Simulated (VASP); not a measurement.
**TiO2 (Rutile): single point with PBE**

Crystal: TiO2 (Rutile).

```
Ti O
1.0
     4.49846    0.00000    0.00000
     0.00000    4.49846    0.00000
     0.00000    0.00000    2.89703
Ti O
2 4
Cartesian
  0.0000 0.0000 0.0000
  2.2492 2.2492 1.4485
  1.3718 1.3718 0.0000
  0.8774 3.6211 1.4485
  3.1266 3.1266 0.0000
  3.6211 0.8774 1.4485
```

```
Program             : VASP 6.6.1
Task                : single point
Functional          : PBE
Potentials or basis : VASP PAW PBE potentials, release 64 (Ti_sv, O)
Cutoff              : 520 eV
k mesh              : 4 × 4 × 6
Occupations         : gaussian, width 0.01 eV
Spin                : no spin polarisation
```

```yaml
Pressure: 23.8 GPa
Largest_force: 0.463 eV/Å
Band_gap_on_the_k_mesh: 2.02 eV, direct
```

Forces in eV/Å, atoms in the order of the input:
```
Ti   0.000  0.000  0.000
Ti   0.000  0.000  0.000
O   -0.328 -0.328  0.000
O    0.328 -0.328  0.000
O    0.328  0.328  0.000
O   -0.328  0.328  0.000
```

Stress tensor (GPa, compression positive):
```
22.48  0.00  0.00
 0.00 22.48  0.00
 0.00  0.00 26.56
```

Levels at points of the mesh, in eV from the valence-band top:
```tsv
k point	band 22	band 23	band 24	band 25	band 26	band 27
(0.00, 0.00, 0.00)	-0.45	-0.45	0.00	2.02	2.38	2.61
(0.50, 0.00, 0.00)	-1.69	-0.80	-0.80	2.79	2.79	3.30
(0.50, 0.50, 0.00)	-1.31	-1.05	-1.05	2.08	2.08	2.74
(0.00, 0.00, 0.50)	-2.60	-1.46	-1.46	3.22	3.22	3.46
(0.50, 0.00, 0.50)	-2.17	-1.12	-1.12	2.05	2.05	3.49
(0.50, 0.50, 0.50)	-1.39	-0.67	-0.67	2.79	2.79	3.49
```

It took 54 s on 1 thread of Intel Xeon 6975P-C (shared host), peak memory 0.19 GiB.

A k mesh can miss the band edges.
